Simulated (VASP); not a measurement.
A run of VASP 6.6.1 is set up as follows.

Contents of POSCAR:

```
CsH
1.0
    0.0000000000      3.0000228601      3.6000274321
    3.0000228601      0.0000000000      3.6000274321
    3.0000228601      3.0000228601      0.0000000000
Cs H
1 1
Direct
    0.0000000000      0.0000000000      0.0000000000
    0.5000000000      0.5000000000      0.5000000000
```

File INCAR.step1:

```
SYSTEM = CsH
PREC = Accurate
ENCUT = 520
ISMEAR = 0
SIGMA = 0.05
LREAL = .False.
LASPH = .True.
NELM = 80
NBANDS = 12
GGA = PE
ALGO = Normal
EDIFF = 1E-4
LWAVE = .True.
LCHARG = .False.
```

The input INCAR.step2:

```
SYSTEM = CsH
PREC = Accurate
ENCUT = 520
EDIFF = 1E-7
ISMEAR = 0
SIGMA = 0.05
LREAL = .False.
LASPH = .True.
NELM = 80
ALGO = Normal
ISIF = 2
LWAVE = .False.
LCHARG = .False.
METAGGA = R2SCAN
LMIXTAU = .True.
NBANDS = 12
ISTART = 1
```

Contents of KPOINTS:

```
Automatic mesh
0
Gamma
  8 8 8
  0 0 0
```

Potentials or basis: VASP PAW PBE potentials, release 64 (Cs_sv, H).

Command:

```console
$ cat potpaw_PBE.64/Cs_sv/POTCAR potpaw_PBE.64/H/POTCAR > POTCAR
$ cp INCAR.step1 INCAR
$ mpirun -np 1 vasp_std > vasp.out
$ cp INCAR.step2 INCAR
$ mpirun -np 1 vasp_std > vasp.out
```

Question: What does it give for the band gap on the k mesh?

Answer: 2.51 eV, direct.

Question: Estimate the pressure.

Answer: 0.8 GPa.

Stress tensor (GPa, compression positive):
```
 1.91  0.00  0.00
 0.00  1.91  0.00
 0.00  0.00 -1.44
```

Caveat: the PAW data sets were made with another functional, which shifts forces and pressure a little; spin-orbit coupling is left out, which moves the levels of the heavy elements. A k mesh can miss the band edges.
